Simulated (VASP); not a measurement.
# Fe (Fm-3m) in VASP: single point with PBEsol

Aim: the single point of Fe with PBEsol.

Program: VASP 6.6.1. These are calculated values, not measurements. Logs are shortened: lines on timing, memory, paths and dates and some standing lists are left out, and cuts for length are marked.

**1. The cell of the first run**

The structure is cubic, space group Fm-3m (No. 225). The conventional cell has a = 3.545 Å, b = 3.545 Å, c = 3.545 Å, α = 90.00°, β = 90.00°, γ = 90.00°. Fe (site symmetry m-3m) has 12 Fe at 2.51 Å within 3.3 Å.

This isn't the form of Fe at room conditions, which is bcc.

**2. Single point, PBEsol, collinear spin, ferromagnetic start**

INCAR

```
SYSTEM = Fe
PREC = Accurate ; ENCUT = 520
EDIFF = 1E-6 ; ISMEAR = -1
SIGMA = 0.05 ; LREAL = .FALSE.
LASPH = .TRUE. ; NELM = 150
ALGO = Normal ; ISIF = 2
LWAVE = .FALSE. ; LCHARG = .FALSE.
ISPIN = 2 ; MAGMOM = 1.32 1.32
LORBIT = 11 ; LMAXMIX = 4
GGA = PS ; NBANDS = 19
ISYM = 0
```

KPOINTS

```
regular mesh
0
G
  14 8 11
  0 0 0
```

POSCAR

```
Fe
1.0
    0.0000000000     -1.7725000000     -1.7725000000
   -3.5450000000     -1.7725000000     -1.7725000000
    0.0000000000      1.7725000000     -1.7725000000
Fe
2
Direct
    0.0000000000      0.0000000000      0.0000000000
    0.0000000000      0.5000000000      0.5000000000
```

Potentials or basis: VASP PAW PBE potentials, release 64 (Fe).

Command:

```console
cat potpaw_PBE.64/Fe/POTCAR > POTCAR
mpirun -np 1 vasp_std > vasp.out
```

OUTCAR:

```text
SYSTEM = Fe
   PREC = Accurate
   ENCUT = 520
   EDIFF = 1E-6
   ISMEAR = -1
   LREAL = .FALSE.
   LASPH = .TRUE.
   NELM = 150
   ISIF = 2
   ISPIN = 2
   LORBIT = 11
   GGA = PS
   ISYM = 0

 ion  position               nearest neighbor table
   1  0.000  0.000  0.000-   2 2.51   2 2.51   2 2.51   2 2.51   2 2.51   2 2.51   2 2.51   2 2.51

   2  0.000  0.500  0.500-   1 2.51   1 2.51   1 2.51   1 2.51   1 2.51   1 2.51   1 2.51   1 2.51

IMPORTANT INFORMATION: All symmetrisations will be switched off!
NOSYMM: (Re-)initialisation of all symmetry stuff for point group C_1.

----------------------------------------------------------------------------------------

                                     Primitive cell

  volume of cell :      22.2751

  direct lattice vectors                    reciprocal lattice vectors
     0.000000000 -1.772500000 -1.772500000     0.282087447 -0.282087447 -0.282087447
    -3.545000000 -1.772500000 -1.772500000    -0.282087447  0.000000000  0.000000000
     0.000000000  1.772500000 -1.772500000     0.000000000  0.282087447 -0.282087447

  length of vectors
     2.506693539  4.341720569  2.506693539     0.488589791  0.282087447  0.398931893

  position of ions in fractional coordinates (direct lattice)
     0.000000000  0.000000000  0.000000000
     0.000000000  0.500000000  0.500000000

  ion indices of the primitive-cell ions
   primitive index   ion index
                 1           1
                 2           2

----------------------------------------------------------------------------------------

 KPOINTS: regular mesh

Automatic generation of k-mesh.
 Grid dimensions read from file:
 generate k-points for:   14    8   11

 Generating k-lattice:

  Cartesian coordinates                     Fractional coordinates (reciprocal lattice)
     0.020149103 -0.020149103 -0.020149103     0.071428571  0.000000000  0.000000000
    -0.035260931  0.000000000  0.000000000     0.000000000  0.125000000  0.000000000
     0.000000000  0.025644313 -0.025644313     0.000000000  0.000000000  0.090909091

  Length of vectors
     0.034899271  0.035260931  0.036266536

  Shift w.r.t. Gamma in fractional coordinates (k-lattice)
     0.000000000  0.000000000  0.000000000

 -----------------------------------------------------------------------------
|                                                                             |
|           W    W    AA    RRRRR   N    N  II  N    N   GGGG   !!!           |
|           W    W   A  A   R    R  NN   N  II  NN   N  G    G  !!!           |
|           W    W  A    A  R    R  N N  N  II  N N  N  G       !!!           |
|           W WW W  AAAAAA  RRRRR   N  N N  II  N  N N  G  GGG   !            |
|           WW  WW  A    A  R   R   N   NN  II  N   NN  G    G                |
|           W    W  A    A  R    R  N    N  II  N    N   GGGG   !!!           |
|                                                                             |
|     Your reciprocal lattice and k-lattice belong to different lattice       |
|     classes:                                                                |
|                                                                             |
|        The reciprocal lattice is simple tetragonal,                         |
|        whereas your k-lattice is simple monoclinic.                         |
|                                                                             |
|     Results are often still useful ...                                      |
|                                                                             |
 -----------------------------------------------------------------------------

 WARNING: IBZKPT: internal override: KBLOWUP is changed to .FALSE.
      ... skipping the blow-up phase ...

 Subroutine IBZKPT returns following result:
 ===========================================

 Found    618 irreducible k-points:

 Following reciprocal coordinates:
            Coordinates               Weight
  0.000000  0.000000  0.000000      1.000000
  0.071429  0.000000  0.000000      2.000000
  0.142857  0.000000  0.000000      2.000000
  0.214286  0.000000  0.000000      2.000000
  0.285714  0.000000  0.000000      2.000000
  0.357143  0.000000  0.000000      2.000000
[... 16 lines left out ...]
  0.000000  0.250000  0.000000      2.000000
  0.071429  0.250000  0.000000      2.000000
 [... further k-points ...]
   k-points           NKPTS =    618   k-points in BZ     NKDIM =    618   number of bands    NBANDS=     19
   number of dos      NEDOS =    301   number of ions     NIONS =      2
   total plane-waves  NPLWV =  12800
   dimension x,y,z NGX =    20 NGY =   32 NGZ =   20
   dimension x,y,z NGXF=    40 NGYF=   64 NGZF=   40
   ions per type =               2
   NGX,Y,Z   is equivalent  to a cutoff of  13.26, 12.25, 13.26 a.u.
   NGXF,Y,Z  is equivalent  to a cutoff of  26.53, 24.51, 26.53 a.u.
 SYSTEM =  Fe
   PREC   = accura    normal or accurate (medium, high low for compatibility)
   ISTART =      0    job   : 0-new  1-cont  2-samecut
   ICHARG =      2    charge: 1-file 2-atom 10-const
   ISPIN  =      2    spin polarized calculation?
   LNONCOLLINEAR =      F non collinear calculations
   LSORBIT =      F    spin-orbit coupling
   LASPH  =      T    aspherical Exc in radial PAW
   ENCUT  =  520.0 eV  38.22 Ry    6.18 a.u.   4.66  8.07  4.66*2*pi/ulx,y,z
   NELM   =    150;   NELMIN=  2; NELMDL= -5     # of ELM steps
   EDIFF  = 0.1E-05   stopping-criterion for ELM
   LREAL  =      F    real-space projection
   EDIFFG = 0.1E-04   stopping-criterion for IOM
   NSW    =      0    number of steps for IOM
   IBRION =     -1    ionic relax: 0-MD 1-quasi-New 2-CG
   NFREE  =      0    steps in history (QN), initial steepest desc. (CG)
   ISIF   =      2    stress and relaxation
   ISYM   =      0    0-nonsym 1-usesym 2-fastsym
   POTIM  = 0.5000    time-step for ionic-motion
   TEBEG  =    0.0;   TEEND  =   0.0 temperature during run
   PSTRESS=    0.0 pullay stress
   NELECT =      16.0000    total number of electrons
   NUPDOWN=      -1.0000    fix difference up-down
   EMIN   =  10.00;   EMAX   =-10.00  energy-range for DOS
   EFERMI =   0.00;   METHOD = LEGACY
   ISMEAR =    -1;   SIGMA  =   0.05  broadening in eV -4-tet -1-fermi 0-gaus
   EFERMI_NEDOS =   21; number of points for ismear=-14 and -15
   IALGO  =     38    algorithm
   IMIX   =      4    mixing-type and parameters
     AMIX     =   0.40;   BMIX     =  1.00
     AMIX_MAG =   1.60;   BMIX_MAG =  1.00
  volume/ion in A,a.u.               =      11.14        75.16
  Fermi-wavevector in a.u.,A,eV,Ry     =   1.466139  2.770602 29.246602  2.149565
  Thomas-Fermi vector in A             =   2.581913
   LORBIT       =     11    0 simple, 1 ext, 2 COOP (PROOUT), +10 PAW based schemes
   GGA     = PS    functional components
   LHFCALC =     F    Hartree Fock is set to
   AEXX    =    0.0000 exact exchange contribution
   IVDW    =     0    specifies the selected vdW correction
   LEPSILON=     F    determine dielectric tensor
   LRPA    =     F    only Hartree local field effects (RPA)
 spin polarized calculation
  energy-cutoff  :      520.00
  volume of cell :       22.28
 maximum number of plane-waves:       614
   NGX =  9   NGY = 17   NGZ =  9

 number of electron      16.0000004 magnetization       2.4592392

 Free energy of the ion-electron system (eV)
  ---------------------------------------------------
  ext. energy  EPLUGINS =         0.00000000
  ---------------------------------------------------
  free energy    TOTEN  =       -17.53187198 eV

  energy without entropy =      -17.50449885  energy(sigma->0) =      -17.51818541

 E-fermi :   5.8387     XC(G=0): -13.4214

 val. band max:        5.8369679992   @ k =   0.1429   0.0000   0.0000
 cond. band min:       5.8391807608   @ k =   0.3571   0.2500   0.4545
 fundamental gap:      0.0022127615
 Fermi energy:         5.8386644104

 spin component 1

 k-point     1 :       0.0000    0.0000    0.0000
  band No.  band energies     occupation
      1      -2.7341      1.00000
      2       0.8604      1.00000
      3       1.6973      1.00000
      4       3.9072      1.00000
      5       3.9098      1.00000
      6       3.9102      1.00000
[... 11 lines left out ...]
     18      30.2143      0.00000
     19      33.0572      0.00000

 k-point     2 :       0.0714    0.0000    0.0000
  band No.  band energies     occupation
      1      -2.5312      1.00000
      2       0.9560      1.00000
      3       1.7778      1.00000
      4       3.8424      1.00000
      5       3.9614      1.00000
      6       3.9642      1.00000
[... 11 lines left out ...]
     18      30.9823      0.00000
     19      31.0069      0.00000

 k-point     3 :       0.1429    0.0000    0.0000
  band No.  band energies     occupation
      1      -1.9430      1.00000
      2       1.2283      1.00000
      3       2.0008      1.00000
      4       3.6747      1.00000
      5       4.0727      1.00000
      6       4.0754      1.00000
[... 11 lines left out ...]
     18      29.5787      0.00000
     19      32.2166      0.00000

 k-point     4 :       0.2143    0.0000    0.0000
  band No.  band energies     occupation
      1      -1.0450      1.00000
      2       1.6053      1.00000
      3       2.3081      1.00000
      4       3.5105      1.00000
      5       4.0923      1.00000
      6       4.0943      1.00000
[... 407 lines left out ...]
     18      29.5208      0.00000
     19      30.8509      0.00000

 k-point    23 :       0.0000    0.2500    0.0000
  band No.  band energies     occupation
      1      -1.9247      1.00000
      2       0.9721      1.00000
      3       1.9898      1.00000
      4       3.5491      1.00000
      5       4.1898      1.00000
      6       4.1917      1.00000
[... 11 lines left out ...]
     18      29.7640      0.00000
     19      29.7649      0.00000

 k-point    24 :       0.0714    0.2500    0.0000
  band No.  band energies     occupation
      1      -2.1835      1.00000
      2       1.0255      1.00000
      3       1.9014      1.00000
      4       3.7023      1.00000
      5       4.0614      1.00000
      6       4.0677      1.00000
[... 11 lines left out ...]
     18      29.7298      0.00000
     19      31.1525      0.00000

 [... further k-points ...]

 spin component 2

 k-point     1 :       0.0000    0.0000    0.0000
  band No.  band energies     occupation
      1      -2.5750      1.00000
      2       1.8961      1.00000
      3       2.4646      1.00000
      4       4.8612      1.00000
      5       4.8612      1.00000
      6       4.8630      1.00000
[... 11 lines left out ...]
     18      30.6389      0.00000
     19      33.3440      0.00000

 k-point     2 :       0.0714    0.0000    0.0000
  band No.  band energies     occupation
      1      -2.3716      1.00000
      2       1.9867      1.00000
      3       2.5463      1.00000
      4       4.7840      1.00000
      5       4.9190      1.00000
      6       4.9208      1.00000
[... 11 lines left out ...]
     18      31.2239      0.00000
     19      31.3915      0.00000

 k-point     3 :       0.1429    0.0000    0.0000
  band No.  band energies     occupation
      1      -1.7799      1.00000
      2       2.2367      1.00000
      3       2.7749      1.00000
      4       4.5861      1.00000
      5       5.0587      1.00000
      6       5.0607      1.00000
[... 11 lines left out ...]
     18      29.5876      0.00000
     19      32.5698      0.00000

 k-point     4 :       0.2143    0.0000    0.0000
  band No.  band energies     occupation
      1      -0.8670      1.00000
      2       2.5223      1.00000
      3       3.1257      1.00000
      4       4.3664      1.00000
      5       4.9942      1.00000
      6       5.1769      1.00000
[... 407 lines left out ...]
     18      29.6541      0.00000
     19      31.2100      0.00000

 k-point    23 :       0.0000    0.2500    0.0000
  band No.  band energies     occupation
      1      -1.7607      1.00000
      2       1.8205      1.00000
      3       2.7779      1.00000
      4       4.4676      1.00000
      5       5.1529      1.00000
      6       5.1532      1.00000
[... 11 lines left out ...]
     18      30.1307      0.00000
     19      30.1308      0.00000

 k-point    24 :       0.0714    0.2500    0.0000
  band No.  band energies     occupation
      1      -2.0221      1.00000
      2       1.9850      1.00000
      3       2.6786      1.00000
      4       4.6320      1.00000
      5       5.0251      1.00000
      6       5.0324      1.00000
[... 11 lines left out ...]
     18      29.8722      0.00000
     19      31.5115      0.00000

 [... further k-points ...]
[... 5 lines left out ...]
  --------------------------------------------------------------------------------------
  -------------------------------------------------------------------------------------
  Total       -2.7816740     -2.7866929     -2.7866424      0.0032664     -0.0248398      0.0032648
  in kB     -200.0774249   -200.4384185   -200.4347867      0.2349447     -1.7866537      0.2348243
  external PRESSURE =    -200.3168767 kB  Pullay stress =       0.0000000 kB

 VOLUME and BASIS-vectors are now :
 -----------------------------------------------------------------------------
  energy-cutoff  :      520.00
  volume of cell :       22.28
      direct lattice vectors                 reciprocal lattice vectors
     0.000000000 -1.772500000 -1.772500000     0.282087447 -0.282087447 -0.282087447
    -3.545000000 -1.772500000 -1.772500000    -0.282087447  0.000000000  0.000000000
     0.000000000  1.772500000 -1.772500000     0.000000000  0.282087447 -0.282087447

 POSITION                                       TOTAL-FORCE (eV/Angst)
 -----------------------------------------------------------------------------------
      0.00000      0.00000      0.00000         0.000000     -0.000001     -0.000000
     -1.77250      0.00000     -1.77250        -0.000000      0.000001      0.000000
 -----------------------------------------------------------------------------------
    total drift:                                0.000000     -0.000000      0.000000

  FREE ENERGIE OF THE ION-ELECTRON SYSTEM (eV)
  ---------------------------------------------------
  free  energy   TOTEN  =       -17.5318719771 eV

  energy  without entropy=      -17.5044988490  energy(sigma->0) =      -17.51818541

 total charge

# of ion       s       p       d       tot
------------------------------------------
    1        0.500   0.557   6.252   7.308
    2        0.500   0.557   6.252   7.308
--------------------------------------------------
tot          0.999   1.114  12.503  14.616

 magnetization (x)

# of ion       s       p       d       tot
------------------------------------------
    1       -0.009  -0.023   1.250   1.219
    2       -0.009  -0.023   1.250   1.218
--------------------------------------------------
tot         -0.017  -0.046   2.500   2.437
```

Run time: 5.2 min. Hardware: 1 thread of Intel Xeon Platinum 8488C (Sapphire Rapids), shared host; peak memory 0.44 GiB.

What came out:

| Quantity | Value |
| --- | --- |
| Free energy | -17.5319 eV |
| Pressure | -20.0 GPa |
| Net moment | 2.46 μB per cell |
| Site moments | Fe +1.22 μB |
| Valence electrons inside the program's atomic spheres | Fe 7.31 |

Levels at points of the mesh, in eV from the Fermi level:
Spin up:
| k point | band 6 | band 7 | band 8 | band 9 | band 10 | band 11 | band 12 | band 13 |
| --- | --- | --- | --- | --- | --- | --- | --- | --- |
| (0.00, 0.00, 0.00) | -1.93 | -0.89 | -0.89 | 0.00 | 0.58 | 0.59 | 2.84 | 10.34 |
| (0.50, 0.00, 0.00) | -2.18 | 0.01 | 0.01 | 0.23 | 0.23 | 0.23 | 0.23 | 7.12 |
| (0.00, 0.50, 0.00) | -1.60 | -0.87 | -0.87 | -0.87 | -0.87 | -0.46 | -0.46 | 19.67 |
| (0.50, 0.50, 0.00) | -2.66 | -1.45 | -1.45 | -0.60 | -0.60 | 1.97 | 1.97 | 12.37 |
Spin down:
```
           k point  band 3  band 4  band 5  band 6  band 7  band 8  band 9  band 10  band 11  band 12
(0.00, 0.00, 0.00)   -3.37   -0.98   -0.98   -0.98    0.79    0.79    1.68     1.68     1.76     3.00
(0.50, 0.00, 0.00)   -0.89   -0.89   -0.89   -0.89    0.15    0.15    1.58     1.58     1.58     1.58
(0.00, 0.50, 0.00)   -2.26   -2.26   -0.22   -0.22    0.12    0.12    0.12     0.12     1.26     1.26
(0.50, 0.50, 0.00)   -1.95   -1.95   -1.46   -1.46    0.14    0.14    0.42     0.42     3.06     3.06
```

Caveat: the cell stands under tension; the PAW data sets were made with another functional, which shifts forces and pressure a little.
